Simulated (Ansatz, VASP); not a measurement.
# HfO2 in VASP and in Ansatz

INCAR

```
  PREC = Accurate
  ENCUT = 600
  EDIFF = 1E-6
  ISMEAR = -1
  SIGMA = 0.06122561905347299
  LREAL = F
  LASPH = T
  NELM = 120
  ALGO = Normal
  ISIF = 2
  LWAVE = F
  LCHARG = T
  GGA = PE
  LELF = T
  LVHAR = T
  NBANDS = 18
  GGA_COMPAT = F
```

The input KPOINTS:

```
Automatic mesh
0
Gamma
  4 4 4
```

File POSCAR:

```
HfO2
1.0
    0.0000000000      2.5658326721      2.5658326721
    2.5658326721      0.0000000000      2.5658326721
    2.5658326721      2.5658326721      0.0000000000
Hf O
1 2
Direct
    0.0000000000      0.0000000000      0.0000000000
    0.2500000000      0.2500000000      0.2500000000
    0.7500000000      0.7500000000      0.7500000000
```

Input for Ansatz:

```yaml
crystal:
  atoms:
  - position: [0.0, 0.0, 0.0]
    symbol: Hf
  - position: [0.25, 0.25, 0.25]
    symbol: O
  - position: [0.75, 0.75, 0.75]
    symbol: O
  lattice:
  - [0.0, 2.565832672053887, 2.565832672053887]
  - [2.565832672053887, 0.0, 2.565832672053887]
  - [2.565832672053887, 2.565832672053887, 0.0]
hamiltonian:
  dispersion: none
  pseudopotentials:
    kind: all_electron
    lapw: {}
    relativity: scalar
  xc: pbe
kpoints:
  mp_grid:
    grid: [4, 4, 4]
    shift: [0, 0, 0]
magnetization: {spin_polarized: false}
output: {forces: true, stress: true}
scf:
  occupations: {method: fermi_dirac, width: 0.06122561905347299}
```

Alike in both runs: task single point; functional PBE; k mesh 4 × 4 × 4; occupations fermi-dirac, width 0.0612256 eV; no spin polarisation.

|  | VASP | Ansatz |
| --- | --- | --- |
| version | VASP 6.6.1 | Ansatz 0.2 development build |
| potentials or method | VASP PAW PBE potentials, release 64 (Hf_pv, O), cutoff 600 eV | all-electron full-potential LAPW, scalar-relativistic |

VASP gave:

```
pressure (GPa) : -8.4
```

Task: Which values does Ansatz return?

Result: Pressure (GPa): -4.7.

Ansatz ran all-electron here, and VASP with PAW potentials.

The k mesh is coarse, so the values compare programs but aren't converged. Spin-orbit coupling is off throughout.
